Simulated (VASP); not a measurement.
Here is a VASP 6.6.1 calculation.

The input INCAR:

```
PREC = Accurate
ENCUT = 410
EDIFF = 1E-6
ISMEAR = -1
SIGMA = 0.062
LREAL = Auto
LASPH = True
NELM = 120
ALGO = Normal
ISIF = 2
LWAVE = False
LCHARG = False
GGA = PE
IVDW = 12
NBANDS = 92
ISYM = -1
GGA_COMPAT = False
```

Contents of KPOINTS:

```
explicit points
1
Reciprocal
  0.25000000   0.25000000   0.25000000 1
```

POSCAR

```
Si3Ge4S14
1.0
    8.0188790000      0.2111490000     -0.3179740000
    0.2111490000      8.0318190000     -0.0335780000
   -0.3179740000     -0.0335780000      8.3953550000
Si S Ge
3 14 4
Direct
    0.7134449497      0.5187404093      0.6683918917
    0.0542020682      0.7674974735      0.9067098269
    0.2071752612      0.3765205986      0.1431635893
    0.5290458924      0.8861340809      0.2219625553
    0.7528628115      0.5162777187      0.9126636542
    0.1143127780      0.2806662985      0.9406735873
    0.7752382556      0.8528488287      0.1431058683
    0.2515486054      0.6150751062      0.1948943086
    0.4853265986      0.4457250702      0.6040357789
    0.5465901242      0.1032084407      0.8358589936
    0.6737882218      0.3337003897      0.2436071051
    0.2366752874      0.2117465035      0.3246572196
    0.7702105076      0.0829082936      0.7312700667
    0.3449002664      0.1010389616      0.6427719856
    0.2822350055      0.7231976857      0.8116192735
    0.8703509344      0.8375168690      0.6659905519
    0.9008003928      0.5134464045      0.5162216020
    0.5219278939      0.1708339017      0.4036431766
    0.3673475584      0.7797441587      0.5200136530
    0.9058733426      0.1453685607      0.1390558655
    0.4672418665      0.4384113315      0.9414829678
```

Potentials or basis: VASP PAW PBE potentials, release 64 (Si, S, Ge_d).

Launch:

```console
$ cat potpaw_PBE.64/Si/POTCAR potpaw_PBE.64/S/POTCAR potpaw_PBE.64/Ge_d/POTCAR > POTCAR
$ mpirun -np 1 vasp_std > vasp.out
```

Q: What does it give for the dispersion energy per atom?

A: -0.252 eV.

Q: Predict the pressure.

A: -1.2 GPa.

Q: Estimate the largest force.

A: 3.052 eV/Å.

Stress tensor (GPa, compression positive):
```
-1.78  1.06  1.02
 1.06 -1.10 -1.12
 1.02 -1.12 -0.58
```

Caveat: the atoms stand as in a frame of molecular dynamics.
